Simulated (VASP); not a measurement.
## H2CSF4: single point with r2SCAN+D3(BJ)

The system is H2CSF4.

```
C F S H
1.0
     7.92800    0.00000    0.00000
     0.00000    7.92800    0.00000
     0.00000    0.00000    7.92800
C F S H
3 12 3 6
Direct
  0.59321 0.83711 0.95078
  0.20908 0.25021 0.74340
  0.94107 0.60334 0.06234
  0.69555 0.88799 0.07297
  0.45846 0.75078 0.01825
  0.52711 0.97593 0.86835
  0.67130 0.76246 0.82605
  0.09125 0.19384 0.84787
  0.26364 0.13254 0.63745
  0.13491 0.36685 0.64826
  0.34528 0.30906 0.82938
  0.98346 0.74297 0.12608
  0.77398 0.54705 0.08575
  0.94064 0.62972 0.89285
  0.04823 0.48964 0.12631
  0.53157 0.53211 0.49169
  0.87436 0.18885 0.41714
  0.18787 0.74282 0.53099
  0.39002 0.47446 0.43843
  0.59820 0.38187 0.52949
  0.85763 0.35381 0.42910
  0.88073 0.23378 0.25450
  0.07016 0.87220 0.53866
  0.31718 0.84212 0.49125
```

```json
{
  "Program": "VASP 6.6.1",
  "Task": "single point",
  "Functional": "r2SCAN",
  "Dispersion": "D3(BJ)",
  "Potentials or basis": "VASP PAW PBE potentials, release 64 (C, F, S, H)",
  "Cutoff": "520 eV",
  "k mesh": "1 × 1 × 1",
  "Occupations": "fermi-dirac, width 0.05 eV",
  "Spin": "no spin polarisation",
  "Dipole correction": "no",
  "Further INCAR settings": "LREAL = Auto; ALGO = Normal; EDIFF = 1e-06; NBANDS = 78"
}
```

```yaml
Pressure: 0.2 GPa
Largest_force: 3.378 eV/Å
Dispersion_energy_per_atom: -0.017 eV
```

Forces in eV/Å, atoms in the order of the input:
```
C   -2.476  1.835 -0.904
C    0.572  0.443 -0.396
C   -1.874 -1.879 -2.090
F   -0.184 -0.283 -0.185
F    1.780  0.371 -0.736
F   -0.103 -0.044  1.241
F    0.339 -1.479  0.412
F    0.264 -0.513  0.479
F    0.113 -0.654  0.247
F    0.372  0.890  0.267
F   -1.210 -0.066 -0.353
F   -0.192  2.690  1.955
F    1.880  0.639  1.000
F    1.343 -1.225  0.252
F   -0.489 -0.593 -0.981
S    1.645  0.826  0.529
S   -0.033 -0.051 -0.609
S   -1.131  0.590  0.262
H   -1.361 -0.801 -0.586
H   -0.188 -0.139 -0.043
H   -0.006  0.646  0.831
H    0.029 -0.766 -0.373
H    0.894 -0.714 -0.165
H    0.017  0.279 -0.054
```

Stress tensor (GPa, compression positive):
```
-1.28 -0.76 -0.33
-0.76  2.12  1.53
-0.33  1.53 -0.38
```

Levels at points of the mesh, in eV from the Fermi level:
```tsv
k point	band 57	band 58	band 59	band 60	band 61	band 62	band 63	band 64
(0.00, 0.00, 0.00)	-3.98	-1.74	-1.52	-1.19	3.71	4.15	4.68	5.04
```

It took 4.5 min on 1 thread of Intel(R) Xeon(R) Platinum 8259CL CPU @ 2.50GHz (Skylake/Cascade Lake) (shared host), peak memory 0.54 GiB.

Caveat: the k points lie up to 0.79 Å⁻¹ apart; the PAW data sets were made with another functional, which shifts forces and pressure a little.
